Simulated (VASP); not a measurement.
# Hf (P6_3/mmc) in VASP: relaxation of cell and atoms with LDA

Aim: the relaxation of cell and atoms of Hf with LDA.

Program: VASP 6.6.1. These are calculated values, not measurements. Logs are shortened: lines on timing, memory, paths and dates and some standing lists are left out, and cuts for length are marked.

## Step 1: The cell of the first run

The typed cell holds 4 atoms: a = 4.895 Å, b = 4.895 Å, c = 5.437 Å, α = 90.00°, β = 90.00°, γ = 120.00°.

## Step 2: Relaxation of cell and atoms, LDA

The input, INCAR:

```
ALGO = Fast
EDIFF = 1E-6
EDIFFG = -0.01
ENCUT = 600
GGA = CA
IBRION = 2
ISIF = 3
ISMEAR = 0
LASPH = T
LCHARG = F
LREAL = F
LWAVE = F
NELM = 100
NSW = 80
PREC = Accurate
SIGMA = 0.1
```

The input, KPOINTS:

```
k-points
0
Gamma
  12 12 8
```

The input, POSCAR:

```
Hf
1.0
    4.8948308294      0.0000000000      0.0000000000
   -2.4474154147      4.2390478455      0.0000000000
    0.0000000000      0.0000000000      5.4365990455
Hf
4
Direct
    0.3333333333      0.6666666667     -0.0001408581
    0.6666666667      0.3333333333      0.4998591419
    0.3333333333      0.6666666667      0.5001408581
    0.6666666667      0.3333333333      1.0001408581
```

Potentials or basis: VASP PAW LDA potentials, release 64 (Hf_pv).

Command:

```console
$ cat potpaw_LDA.64/Hf_pv/POTCAR > POTCAR
$ mpirun -np 1 vasp_std > vasp.out
```

OUTCAR:

```text
EDIFF = 1E-6
   EDIFFG = -0.01
   ENCUT = 600
   GGA = CA
   IBRION = 2
   ISIF = 3
   ISMEAR = 0
   LASPH = T
   LREAL = F
   NELM = 100
   NSW = 80
   PREC = Accurate

 ion  position               nearest neighbor table
   1  0.333  0.667  1.000-   3 2.72   3 2.72   4 2.83   4 2.83   4 2.83
   2  0.667  0.333  0.500-   4 2.72   4 2.72   3 2.83   3 2.83   3 2.83
   3  0.333  0.667  0.500-   1 2.72   1 2.72   2 2.83   2 2.83   2 2.83
   4  0.667  0.333  0.000-   2 2.72   2 2.72   1 2.83   1 2.83   1 2.83

  LATTYP: Found a hexagonal cell.
 ALAT       =     4.8948308294
 C/A-ratio  =     1.1106817038

  Lattice vectors:

 A1 = (   4.8948308294,   0.0000000000,   0.0000000000)
 A2 = (  -2.4474154147,   4.2390478455,   0.0000000000)
 A3 = (   0.0000000000,   0.0000000000,   5.4365990455)

Analysis of symmetry for initial positions (statically):
=====================================================================
 Subroutine PRICEL returns:
 Original cell was already a primitive cell.

 Routine SETGRP: Setting up the symmetry group for a
 hexagonal supercell.

 Subroutine GETGRP returns: Found 24 space group operations
 (whereof 12 operations were pure point group operations)
 out of a pool of 24 trial point group operations.

The static configuration has the point symmetry D_3d.
 The point group associated with its full space group is D_6h.

Analysis of symmetry for dynamics (positions and initial velocities):
=====================================================================
 Subroutine PRICEL returns:
 Original cell was already a primitive cell.

 Routine SETGRP: Setting up the symmetry group for a
 hexagonal supercell.

 Subroutine GETGRP returns: Found 24 space group operations
 (whereof 12 operations were pure point group operations)
 out of a pool of 24 trial point group operations.

The dynamic configuration has the point symmetry D_3d.
 The point group associated with its full space group is D_6h.

 Subroutine INISYM returns: Found 24 space group operations
 (whereof 12 operations are pure point group operations),
 and found     1 'primitive' translations

----------------------------------------------------------------------------------------

                                     Primitive cell

  volume of cell :     112.8063

  direct lattice vectors                    reciprocal lattice vectors
     4.894830829  0.000000000  0.000000000     0.204297152  0.117951016  0.000000000
[... 99 lines left out ...]
   TEBEG  =    0.0;   TEEND  =   0.0 temperature during run
   PSTRESS=    0.0 pullay stress
   NELECT =      40.0000    total number of electrons
   NUPDOWN=      -1.0000    fix difference up-down
   EMIN   =  10.00;   EMAX   =-10.00  energy-range for DOS
   EFERMI =   0.00;   METHOD = LEGACY
   ISMEAR =     0;   SIGMA  =   0.10  broadening in eV -4-tet -1-fermi 0-gaus
   EFERMI_NEDOS =   21; number of points for ismear=-14 and -15
   IALGO  =     68    algorithm
   IMIX   =      4    mixing-type and parameters
     AMIX     =   0.40;   BMIX     =  1.00
     AMIX_MAG =   1.60;   BMIX_MAG =  1.00
  volume/ion in A,a.u.               =      28.20       190.31
  Fermi-wavevector in a.u.,A,eV,Ry     =   1.158734  2.189690 18.268057  1.342664
  Thomas-Fermi vector in A             =   2.295333
   LORBIT       =      0    0 simple, 1 ext, 2 COOP (PROOUT), +10 PAW based schemes
   GGA     = CA    functional components
   LHFCALC =     F    Hartree Fock is set to
   AEXX    =    0.0000 exact exchange contribution
   IVDW    =     0    specifies the selected vdW correction
   LEPSILON=     F    determine dielectric tensor
   LRPA    =     F    only Hartree local field effects (RPA)
 conjugate gradient relaxation of ions
 non-spin polarized calculation
 RMM-DIIS sequential band-by-band and
 Gauss-broadening in eV      SIGMA  =   0.10
  energy-cutoff  :      600.00
  volume of cell :      112.81
 maximum number of plane-waves:      3784
 NGX is ok and might be reduce to    40
   NGX = 19   NGY = 19   NGZ = 21

--------------------------------------- Ionic step        1  -------------------------------------------

 number of electron      39.9999997 magnetization

 Free energy of the ion-electron system (eV)
  ---------------------------------------------------
  ext. energy  EPLUGINS =         0.00000000
  ---------------------------------------------------
  free energy    TOTEN  =       -35.82017463 eV

  energy without entropy =      -35.78586071  energy(sigma->0) =      -35.80301767

------------------------ aborting loop because EDIFF is reached ----------------------------------------

  FORCE on cell =-STRESS in cart. coord.  units (eV):
  Direction    XX          YY          ZZ          XY          YZ          ZX
  --------------------------------------------------------------------------------------
  -------------------------------------------------------------------------------------
  Total       -0.0923290     -0.0923290     -0.0833634      0.0000000      0.0000000      0.0000000
  in kB       -1.3113404     -1.3113404     -1.1840027      0.0000000      0.0000000      0.0000000
  external PRESSURE =      -1.2688945 kB  Pullay stress =       0.0000000 kB
[... 63 lines left out ...]
--------------------------------------- Ionic step        3  -------------------------------------------

 number of electron      39.9999996 magnetization

 Free energy of the ion-electron system (eV)
  ---------------------------------------------------
  ext. energy  EPLUGINS =         0.00000000
  ---------------------------------------------------
  free energy    TOTEN  =       -35.82040369 eV

  energy without entropy =      -35.78621333  energy(sigma->0) =      -35.80330851

 E-fermi :   2.5600     XC(G=0): -10.0903

 val. band max:        2.5577101640   @ k =   0.2500   0.0000   0.3750
 cond. band min:       2.5605203951   @ k =   0.3333   0.2500   0.0000
 fundamental gap:      0.0028102311
 Fermi energy:         2.5600320080

 k-point     1 :       0.0000    0.0000    0.0000
  band No.  band energies     occupation
      1     -28.4648      2.00000
      2     -28.2050      2.00000
      3     -28.0599      2.00000
      4     -28.0599      2.00000
      5     -27.8367      2.00000
      6     -27.8367      2.00000
[... 637 lines left out ...]
     23       3.2455      0.00000
     24       3.6482      0.00000

 [... further k-points ...]

------------------------ aborting loop because EDIFF is reached ----------------------------------------

  FORCE on cell =-STRESS in cart. coord.  units (eV):
  Direction    XX          YY          ZZ          XY          YZ          ZX
  --------------------------------------------------------------------------------------
  -------------------------------------------------------------------------------------
  Total       -0.0155377     -0.0155377      0.0323300      0.0000000     -0.0000000      0.0000000
  in kB       -0.2213404     -0.2213404      0.4605533      0.0000000     -0.0000000      0.0000000
  external PRESSURE =       0.0059575 kB  Pullay stress =       0.0000000 kB
[... 19 lines left out ...]
  FREE ENERGIE OF THE ION-ELECTRON SYSTEM (eV)
  ---------------------------------------------------
  free  energy   TOTEN  =       -35.8204036864 eV

  energy  without entropy=      -35.7862133285  energy(sigma->0) =      -35.80330851

 reached required accuracy - stopping structural energy minimisation
```

OSZICAR:

```text
N       E                     dE             d eps       ncg     rms          rms(c)
DAV:   1     0.172894119533E+03    0.17289E+03   -0.24563E+04  4760   0.172E+03
DAV:   2    -0.255861158499E+02   -0.19848E+03   -0.19651E+03  5352   0.378E+02
[... 33 lines left out ...]
   2 F= -.35820401E+02 E0= -.35803311E+02  d E =-.226080E-03
       N       E                     dE             d eps       ncg     rms          rms(c)
DAV:   1    -0.358204167547E+02   -0.15954E-04   -0.41597E-04  5952   0.139E-01    0.386E-02
RMM:   2    -0.358204062614E+02    0.10493E-04   -0.21288E-05  4968   0.311E-02    0.153E-02
RMM:   3    -0.358204035083E+02    0.27531E-05   -0.17001E-05  4967   0.222E-02    0.654E-03
RMM:   4    -0.358204036864E+02   -0.17809E-06   -0.23887E-06  3041   0.908E-03
   3 F= -.35820404E+02 E0= -.35803309E+02  d E =-.229059E-03
```

Run time: 16 min. Hardware: 1 thread of Oxide Virtual Turin-like, shared host; peak memory 0.35 GiB.

What came out:

```yaml
Free_energy: -35.8204 eV
Relaxed_volume: 28.12 Å³/atom
Relaxed_cell: a = 4.890 Å, b = 4.890 Å, c = 5.432 Å, α = 90.00°, β = 90.00°, γ = 120.00°
Space_group_after_relaxing_to_0.1_Å: P6/mmm (No. 191)
Energy_gained_by_relaxing: 0.1 meV/atom
Ionic_steps: 3
Pressure_after_relaxing: 0.0 GPa
Largest_force_after_relaxing: 0.005 eV/Å
Band_gap_on_the_k_mesh: zero (bands 20 and 21 overlap by 0.86 eV)
```

Forces on the atoms (eV/Å):
```
Hf   0.000  0.000 -0.005
Hf   0.000  0.000 -0.005
Hf   0.000  0.000  0.005
Hf   0.000  0.000  0.005
```

The path:
| step | energy change (eV) | largest force (eV/Å) | pressure (GPa) | volume (Å³) |
| --- | --- | --- | --- | --- |
| 1 | 0.0000 | 0.0215 | -0.13 | 112.81 |
| 2 | -0.0002 | 0.0079 | 0.01 | 112.44 |
| 3 | -0.0002 | 0.0054 | 0.00 | 112.47 |

Final structure:
```yaml
crystal:
  lattice:
    - [4.88980, 0.00000, 0.00000]
    - [-2.44490, 4.23469, 0.00000]
    - [0.00000, 0.00000, 5.43155]
  atoms:
    - { symbol: Hf, position: [0.33333, 0.66667, 0.00004] }
    - { symbol: Hf, position: [0.66667, 0.33333, 0.50004] }
    - { symbol: Hf, position: [0.33333, 0.66667, 0.49996] }
    - { symbol: Hf, position: [0.66667, 0.33333, 0.99996] }
```

Levels at points of the mesh, in eV from the Fermi level:
| k point | band 17 | band 18 | band 19 | band 20 | band 21 | band 22 | band 23 | band 24 |
| --- | --- | --- | --- | --- | --- | --- | --- | --- |
| (0.00, 0.00, 0.00) | -1.53 | -1.19 | 0.12 | 0.12 | 0.66 | 0.66 | 1.29 | 1.30 |
| (0.50, 0.00, 0.00) | -1.66 | -0.71 | -0.43 | -0.15 | -0.07 | 0.05 | 0.18 | 1.01 |
| (0.00, 0.00, 0.50) | -0.31 | -0.31 | 0.65 | 0.65 | 0.69 | 0.69 | 0.69 | 0.69 |
| (0.50, 0.00, 0.50) | -0.88 | -0.88 | -0.65 | -0.65 | 0.32 | 0.32 | 1.19 | 1.19 |

Caveat: spin-orbit coupling is left out, which moves the levels of the heavy elements.
